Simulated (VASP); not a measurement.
# Al (P6_222) in VASP: notebook, part 3 of 3

VASP 6.6.1. Earlier steps stand in the parts before.

## Step 5: Relaxation of cell and atoms, PBE

The input, INCAR:

```
SYSTEM = Al
PREC = Accurate ; ENCUT = 600
EDIFF = 1E-6 ; ISMEAR = 0
SIGMA = 0.1 ; LREAL = .FALSE.
LASPH = .TRUE. ; NELM = 80
ALGO = Fast ; ISIF = 3
LWAVE = .FALSE. ; LCHARG = .FALSE.
GGA = PE ; IBRION = 2
NSW = 90 ; EDIFFG = -0.04
```

The input, KPOINTS:

```
regular mesh
0
G
  6 6 6
  0 0 0
```

The input, POSCAR:

```
Al
1.0
    4.6316180500      0.0000000000      0.0000000000
   -2.3158090300      4.0110988900      0.0000000000
    0.0000000000      0.0000000000      3.0364309500
Al
3
Direct
    0.5000000000      0.5000000000      0.3333333300
    0.5000000000      0.0000000000      0.0000000000
    0.0000000000      0.5000000000      0.6666666700
```

Potentials or basis: VASP PAW PBE potentials, release 64 (Al).

Launch:

```
cat potpaw_PBE.64/Al/POTCAR > POTCAR
mpirun -np 1 vasp_std > vasp.out
```

OUTCAR:

```text
SYSTEM = Al
   PREC = Accurate
   ENCUT = 600
   EDIFF = 1E-6
   ISMEAR = 0
   LREAL = .FALSE.
   LASPH = .TRUE.
   NELM = 80
   ISIF = 3
   GGA = PE
   IBRION = 2
   NSW = 90
   EDIFFG = -0.04

 ion  position               nearest neighbor table
   1  0.500  0.500  0.333-   2 2.53   2 2.53   3 2.53   3 2.53   3 3.08   3 3.08   2 3.08   2 3.08

   2  0.500  0.000  0.000-   3 2.53   3 2.53   1 2.53   1 2.53   3 3.08   3 3.08   1 3.08   1 3.08

   3  0.000  0.500  0.667-   2 2.53   2 2.53   1 2.53   1 2.53   1 3.08   1 3.08   2 3.08   2 3.08

  LATTYP: Found a hexagonal cell.
 ALAT       =     4.6316180500
 C/A-ratio  =     0.6555875112

  Lattice vectors:

 A1 = (   4.6316180500,   0.0000000000,   0.0000000000)
 A2 = (  -2.3158090300,   4.0110988900,   0.0000000000)
 A3 = (   0.0000000000,   0.0000000000,   3.0364309500)

Analysis of symmetry for initial positions (statically):
=====================================================================
 Subroutine PRICEL returns:
 Original cell was already a primitive cell.

 Routine SETGRP: Setting up the symmetry group for a
 hexagonal supercell.

 Subroutine GETGRP returns: Found 12 space group operations
 (whereof  4 operations were pure point group operations)
 out of a pool of 24 trial point group operations.

The static configuration has the point symmetry D_2 .
 The point group associated with its full space group is D_6 .

Analysis of symmetry for dynamics (positions and initial velocities):
=====================================================================
 Subroutine PRICEL returns:
 Original cell was already a primitive cell.

 Routine SETGRP: Setting up the symmetry group for a
 hexagonal supercell.

 Subroutine GETGRP returns: Found 12 space group operations
[... 154 lines left out ...]
  ---------------------------------------------------
  free energy    TOTEN  =        -9.97739862 eV

  energy without entropy =       -9.97373980  energy(sigma->0) =       -9.97556921

------------------------ aborting loop because EDIFF is reached ----------------------------------------

  FORCE on cell =-STRESS in cart. coord.  units (eV):
  Direction    XX          YY          ZZ          XY          YZ          ZX
  --------------------------------------------------------------------------------------
  -------------------------------------------------------------------------------------
  Total        4.5958958      4.5958958     -0.7775637     -0.0000000      0.0000000      0.0000000
  in kB      130.5332778    130.5332776    -22.0844728     -0.0000002      0.0000000      0.0000000
  external PRESSURE =      79.6606942 kB  Pullay stress =       0.0000000 kB
[... 92 lines left out ...]
  FREE ENERGIE OF THE ION-ELECTRON SYSTEM (eV)
  ---------------------------------------------------
  free  energy   TOTEN  =       -10.2624903238 eV

  energy  without entropy=      -10.2540046928  energy(sigma->0) =      -10.25824751

[... ionic steps 4 to 10 ...]

--------------------------------------- Ionic step       11  -------------------------------------------

 number of electron       9.0000000 magnetization

------------------------ aborting loop because EDIFF is reached ----------------------------------------
[... 69 lines left out ...]
--------------------------------------- Ionic step       13  -------------------------------------------

 number of electron       9.0000000 magnetization

 Free energy of the ion-electron system (eV)
  ---------------------------------------------------
  ext. energy  EPLUGINS =         0.00000000
  ---------------------------------------------------
  free energy    TOTEN  =       -10.30188376 eV

  energy without entropy =      -10.29366675  energy(sigma->0) =      -10.29777526

 E-fermi :   5.3894     XC(G=0):  -9.1664

 val. band max:        5.3033060860   @ k =   0.1667   0.1667   0.1667
 cond. band min:       5.4061448218   @ k =   0.5000   0.0000   0.5000
 fundamental gap:      0.1028387358
 Fermi energy:         5.3893662262

 k-point     1 :       0.0000    0.0000    0.0000
  band No.  band energies     occupation
      1      -4.4730      2.00000
      2       1.3788      2.00000
      3       2.8319      2.00000
      4       2.8319      2.00000
      5       4.0455      2.00000
      6       4.0455      2.00000
      7       7.4114      0.00000
      8      12.6628      0.00000
[... 243 lines left out ...]
 k-point    24 :       0.3333    0.0000    0.5000
  band No.  band energies     occupation
      1       0.7371      2.00000
      2       0.7513      2.00000
      3       3.0920      2.00000
      4       3.2754      2.00000
      5       5.5797      0.00712
      6       6.3913      0.00000
      7       6.6672      0.00000
      8       7.4583      0.00000

 [... further k-points ...]

------------------------ aborting loop because EDIFF is reached ----------------------------------------

  FORCE on cell =-STRESS in cart. coord.  units (eV):
  Direction    XX          YY          ZZ          XY          YZ          ZX
  --------------------------------------------------------------------------------------
  -------------------------------------------------------------------------------------
  Total        0.0107991      0.0107991     -0.0945159     -0.0000000      0.0000000      0.0000000
  in kB        0.2765113      0.2765113     -2.4200776     -0.0000000      0.0000000      0.0000000
  external PRESSURE =      -0.6223517 kB  Pullay stress =       0.0000000 kB
[... 18 lines left out ...]
  FREE ENERGIE OF THE ION-ELECTRON SYSTEM (eV)
  ---------------------------------------------------
  free  energy   TOTEN  =       -10.3018837644 eV

  energy  without entropy=      -10.2936667528  energy(sigma->0) =      -10.29777526

 reached required accuracy - stopping structural energy minimisation
```

OSZICAR:

```text
N       E                     dE             d eps       ncg     rms          rms(c)
DAV:   1     0.941778572084E+01    0.94178E+01   -0.35327E+03   448   0.927E+02
DAV:   2    -0.984370900484E+01   -0.19261E+02   -0.18593E+02   632   0.815E+01
DAV:   3    -0.101028300087E+02   -0.25912E+00   -0.25173E+00   648   0.120E+01
[... 102 lines left out ...]
RMM:   2    -0.103020741650E+02    0.30709E-03   -0.31538E-04   448   0.151E-01    0.691E-02
RMM:   3    -0.103018850663E+02    0.18910E-03   -0.23139E-04   448   0.100E-01    0.186E-02
RMM:   4    -0.103018825795E+02    0.24869E-05   -0.46226E-05   450   0.565E-02    0.235E-02
RMM:   5    -0.103018834518E+02   -0.87238E-06   -0.10641E-05   448   0.308E-02    0.218E-02
RMM:   6    -0.103018837644E+02   -0.31253E-06   -0.14651E-06   287   0.113E-02
  13 F= -.10301884E+02 E0= -.10297775E+02  d E =-.628097E-02
```

Wall time 42 s (1 thread of Intel Xeon 6975P-C (Granite Rapids), shared host); peak memory 0.19 GiB.

What came out:

```yaml
Free_energy: -10.3019 eV
Relaxed_volume: 20.86 Å³/atom
Relaxed_cell: a = 5.046 Å, b = 5.046 Å, c = 2.838 Å, α = 90.00°, β = 90.00°, γ = 120.00°
Space_group_after_relaxing_to_0.05_Å: P6_222 (No. 180)
Energy_gained_by_relaxing: 108.2 meV/atom
Ionic_steps: 13
Pressure_after_relaxing: -0.1 GPa
```

Step by step:
```csv
step,energy change (eV),largest force (eV/Å),pressure (GPa),volume (Å³)
1,0.0000,0.0000,7.97,56.41
2,-0.2847,0.0000,-1.34,64.24
3,-0.2851,0.0000,-1.07,63.89
4,-0.3004,0.0000,-0.29,62.84
5,-0.3046,0.0000,0.30,62.14
6,-0.3055,0.0000,0.57,61.84
7,-0.3075,0.0000,1.13,61.24
8,-0.3059,0.0000,2.41,60.02
9,-0.3087,0.0000,1.45,60.91
10,-0.3172,0.0000,1.41,60.99
11,-0.3182,0.0000,1.39,61.02
12,-0.3224,0.0000,0.79,61.64
13,-0.3245,0.0000,-0.06,62.57
```

Final structure:
```
Al
1.0
     5.04599    0.00000    0.00000
    -2.52300    4.36996    0.00000
     0.00000    0.00000    2.83767
Al
3
Direct
  0.50000 0.50000 0.33333
  0.50000 0.00000 0.00000
  0.00000 0.50000 0.66667
```

## Step 6: Single point, PBE

This run uses another cell than the first one, of 20.78 Å³/atom, 1.105 times its volume.

The input, INCAR:

```
PREC = Accurate
ENCUT = 520
EDIFF = 1E-6
ISMEAR = 0
SIGMA = 0.1
LREAL = F
LASPH = T
NELM = 100
ALGO = Normal
ISIF = 2
LWAVE = F
LCHARG = T
GGA = PE
LELF = T
LVHAR = T
NBANDS = 12
```

The input, KPOINTS:

```
Automatic mesh
0
Gamma
  12 12 16
```

The input, POSCAR:

```
Al
1.0
    5.0823388535      0.0000000000      0.0000000000
   -2.5411694267      4.4014345578      0.0000000000
    0.0000000000      0.0000000000      2.7869416816
Al
3
Direct
    0.5000000000      0.5000000000      0.3333333333
    0.5000000000      0.0000000000      0.0000000000
    0.0000000000      0.5000000000      0.6666666667
```

Potentials or basis: VASP PAW PBE potentials, release 64 (Al).

Launch:

```
cat potpaw_PBE.64/Al/POTCAR > POTCAR
mpirun -np 1 vasp_std > vasp.out
```

Run time: 35 s. Hardware: 1 thread of Intel Xeon 6975P-C (Granite Rapids), shared host; peak memory 0.24 GiB.

The run converged. Its results:

```yaml
Free_energy: -10.3186 eV
Pressure: 0.0 GPa
```

Levels at points of the mesh, in eV from the Fermi level:
```tsv
k point	band 1	band 2	band 3	band 4	band 5	band 6	band 7	band 8	band 9
(0.00, 0.00, 0.00)	-9.91	-4.12	-2.76	-2.76	-1.46	-1.46	1.96	7.77	7.77
(0.50, 0.00, 0.00)	-8.67	-7.55	-4.00	-3.07	2.60	2.77	3.92	4.27	8.01
(0.00, 0.00, 0.50)	-5.23	-5.23	0.22	0.22	0.62	1.82	1.82	2.15	3.11
(0.50, 0.00, 0.50)	-4.11	-3.97	-3.13	-2.78	0.03	0.96	1.13	1.95	6.64
```

## Step 7: Relaxation of cell and atoms, PBE

This run uses another cell than the first one, of 20.83 Å³/atom, 1.108 times its volume.

The input, INCAR:

```
  PREC = Accurate
  ENCUT = 600
  EDIFF = 1E-6
  ISMEAR = 0
  SIGMA = 0.1
  LREAL = False
  LASPH = True
  NELM = 100
  ALGO = Fast
  ISIF = 3
  LWAVE = False
  LCHARG = False
  GGA = PE
  IBRION = 2
  NSW = 100
  EDIFFG = -0.01
```

KPOINTS is that of step 6.

The input, POSCAR:

```
Al
1.0
    5.0444662049      0.0000000000      0.0000000000
   -2.5222331024      4.3686358820      0.0000000000
    0.0000000000      0.0000000000      2.8352891121
Al
3
Direct
    0.5000000000      0.5000000000      0.3333333333
    0.5000000000      0.0000000000      0.0000000000
    0.0000000000      0.5000000000      0.6666666667
```

Potentials or basis: VASP PAW PBE potentials, release 64 (Al).

Launch:

```
cat potpaw_PBE.64/Al/POTCAR > POTCAR
mpirun -np 1 vasp_std > vasp.out
```

OUTCAR:

```text
PREC = Accurate
   ENCUT = 600
   EDIFF = 1E-6
   ISMEAR = 0
   LREAL = False
   LASPH = True
   NELM = 100
   ISIF = 3
   GGA = PE
   IBRION = 2
   NSW = 100
   EDIFFG = -0.01

 ion  position               nearest neighbor table
   1  0.500  0.500  0.333-   2 2.69   2 2.69   3 2.69   3 2.69   3 3.15   3 3.15   2 3.15   2 3.15

   2  0.500  0.000  0.000-   1 2.69   1 2.69   3 2.69   3 2.69   1 3.15   1 3.15   3 3.15   3 3.15

   3  0.000  0.500  0.667-   2 2.69   2 2.69   1 2.69   1 2.69   1 3.15   1 3.15   2 3.15   2 3.15

  LATTYP: Found a hexagonal cell.
 ALAT       =     5.0444662049
 C/A-ratio  =     0.5620592937

  Lattice vectors:

 A1 = (   5.0444662049,   0.0000000000,   0.0000000000)
 A2 = (  -2.5222331024,   4.3686358820,   0.0000000000)
 A3 = (   0.0000000000,   0.0000000000,   2.8352891121)

[... 379 lines left out ...]
 fundamental gap:      0.0019938007
 Fermi energy:         5.4292018772

 k-point     1 :       0.0000    0.0000    0.0000
  band No.  band energies     occupation
      1      -4.4788      2.00000
      2       1.3148      2.00000
      3       2.6758      2.00000
      4       2.6758      2.00000
      5       3.9694      2.00000
      6       3.9694      2.00000
      7       7.3869      0.00000
      8      13.1892      0.00000
[... 243 lines left out ...]
 k-point    24 :       0.3333    0.0000    0.0625
  band No.  band energies     occupation
      1      -3.6906      2.00000
      2      -1.1840      2.00000
      3       1.6870      2.00000
      4       2.5996      2.00000
      5       6.5815      0.00000
      6       6.6258      0.00000
      7      10.5798      0.00000
      8      10.9193      0.00000

 [... further k-points ...]

------------------------ aborting loop because EDIFF is reached ----------------------------------------

  FORCE on cell =-STRESS in cart. coord.  units (eV):
  Direction    XX          YY          ZZ          XY          YZ          ZX
  --------------------------------------------------------------------------------------
  -------------------------------------------------------------------------------------
  Total       -0.0076149     -0.0076149     -0.0144053     -0.0000000      0.0000000      0.0000000
  in kB       -0.1956614     -0.1956614     -0.3701383     -0.0000000      0.0000000      0.0000000
  external PRESSURE =      -0.2538203 kB  Pullay stress =       0.0000000 kB
[... 18 lines left out ...]
  FREE ENERGIE OF THE ION-ELECTRON SYSTEM (eV)
  ---------------------------------------------------
  free  energy   TOTEN  =       -10.3187506075 eV

  energy  without entropy=      -10.3098909496  energy(sigma->0) =      -10.31432078

 reached required accuracy - stopping structural energy minimisation
```

CONTCAR:

```text
Al
   1.00000000000000
     5.0822094019934596    0.0000000000004339    0.0000000000000000
    -2.5411047009459797    4.4013224495033150    0.0000000000000000
     0.0000000000000000    0.0000000000000000    2.7876112599433487
  Al
     3
Direct
     0.5000000000000000    0.5000000000000000    0.3333333332999970
     0.5000000000000000    0.0000000000000000    0.0000000000000000
     0.0000000000000000    0.5000000000000000    0.6666666667000030

  0.00000000E+00  0.00000000E+00  0.00000000E+00
  0.00000000E+00  0.00000000E+00  0.00000000E+00
  0.00000000E+00  0.00000000E+00  0.00000000E+00
```

Wall time 84 s (1 thread of Intel Xeon 6975P-C (Granite Rapids), shared host); peak memory 0.25 GiB.

Results:

```
Free energy                            : -10.3188 eV
Relaxed volume                         : 20.78 Å³/atom
Relaxed cell                           : a = 5.082 Å, b = 5.082 Å, c = 2.788 Å, α = 90.00°, β = 90.00°, γ = 120.00°
Space group after relaxing (to 0.05 Å) : P6_222 (No. 180)
Energy gained by relaxing              : 2.1 meV/atom
Ionic steps                            : 6
Pressure after relaxing                : 0.0 GPa
```

The path:
```
step  energy change (eV)  largest force (eV/Å)  pressure (GPa)  volume (Å³)
   1              0.0000                0.0000           -0.20        62.48
   2             -0.0047                0.0000            0.04        62.25
   3             -0.0059                0.0000            0.30        61.99
   4             -0.0060                0.0000            0.25        62.03
   5             -0.0060                0.0000            0.24        62.04
   6             -0.0062                0.0000           -0.03        62.35
```

Final structure:
```xyz
3
Lattice="5.0822 0.0000 0.0000 -2.5411 4.4013 0.0000 0.0000 0.0000 2.7876" Properties=species:S:1:pos:R:3 pbc="T T T"
Al    1.2706    2.2007    0.9292
Al    2.5411    0.0000    0.0000
Al   -1.2706    2.2007    1.8584
```

Levels at points of the mesh, in eV from the Fermi level:
| k point | band 1 | band 2 | band 3 | band 4 | band 5 | band 6 | band 7 | band 8 |
| --- | --- | --- | --- | --- | --- | --- | --- | --- |
| (0.00, 0.00, 0.00) | -9.91 | -4.11 | -2.75 | -2.75 | -1.46 | -1.46 | 1.96 | 7.76 |
| (0.50, 0.00, 0.00) | -8.66 | -7.54 | -4.00 | -3.06 | 2.61 | 2.78 | 3.92 | 4.27 |
| (0.00, 0.00, 0.50) | -5.23 | -5.23 | 0.21 | 0.21 | 0.62 | 1.82 | 1.82 | 2.15 |
| (0.50, 0.00, 0.50) | -4.11 | -3.97 | -3.13 | -2.78 | 0.03 | 0.96 | 1.13 | 1.95 |

## Step 8: Overview

```tsv
task	cell	k mesh	cutoff (eV)	smearing	gap on the mesh (eV)	pressure (GPa)	relaxed volume (Å³/atom)
single point	a = 4.632, b = 4.632, c = 3.036 Å, angles 90.0, 90.0, 120.0°, 3 atoms	6 × 6 × 6	520	gaussian 0.1 eV	none	8.0	-
single point	a = 5.044, b = 5.044, c = 2.835 Å, angles 90.0, 90.0, 120.0°, 3 atoms	6 × 6 × 6	520	gaussian 0.1 eV	none	0.0	-
single point	a = 5.082, b = 5.082, c = 5.574 Å, angles 90.0, 90.0, 120.0°, 6 atoms	6 × 6 × 4	520	gaussian 0.2 eV	none	-0.1	-
relaxation of cell and atoms	relaxed from a = 4.632, b = 4.632, c = 3.036 Å, angles 90.0, 90.0, 120.0°, 3 atoms	6 × 6 × 6	600	gaussian 0.1 eV	none	-0.1	20.86
single point	a = 5.082, b = 5.082, c = 2.787 Å, angles 90.0, 90.0, 120.0°, 3 atoms	12 × 12 × 16	520	gaussian 0.1 eV	none	0.0	-
relaxation of cell and atoms	relaxed from a = 5.044, b = 5.044, c = 2.835 Å, angles 90.0, 90.0, 120.0°, 3 atoms	12 × 12 × 16	600	gaussian 0.1 eV	none	0.0	20.78
```

Alike in all rows: level PBE; potentials or basis VASP PAW PBE potentials, release 64 (Al); no spin polarisation.

Caveats: some runs use coarse meshes.

Total energies depend on the potentials used, so only differences within one code and one set of settings carry meaning.
